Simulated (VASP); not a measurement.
KScSe2:

```
K Se Sc
1.0
     4.17788    0.00000    0.00000
     0.00000    4.17788    0.00000
     0.00000    0.00000   12.18842
K Se Sc
2 4 2
Direct
  0.50000 0.00000 0.88911
  0.00000 0.50000 0.11089
  0.50000 0.00000 0.17476
  0.00000 0.50000 0.39783
  0.50000 0.00000 0.60217
  0.00000 0.50000 0.82524
  0.50000 0.00000 0.37468
  0.00000 0.50000 0.62532
```

Base run:

- Program: VASP 6.6.1
- Functional: r2SCAN
- Potentials or basis: VASP PAW PBE potentials, release 64 (K_sv, Se, Sc_sv)
- Cutoff: 520 eV
- k mesh: 6 × 6 × 2
- Occupations: gaussian, width 0.01 eV
- Spin: no spin polarisation

Its results: band gap on the k mesh 0.66 eV; pressure 0.1 GPa; largest force 0.040 eV/Å.

The run is repeated on the same cell with these changes: functional from r2SCAN to PBE. What comes out?

Band gap on the k mesh 0.39 eV; pressure 0.9 GPa; largest force 0.109 eV/Å.

Caveats: semilocal functionals underestimate gaps, and a narrow one can read as zero; the PAW data sets were made with another functional, which shifts forces and pressure a little (at least some runs).

A k mesh can miss the band edges.
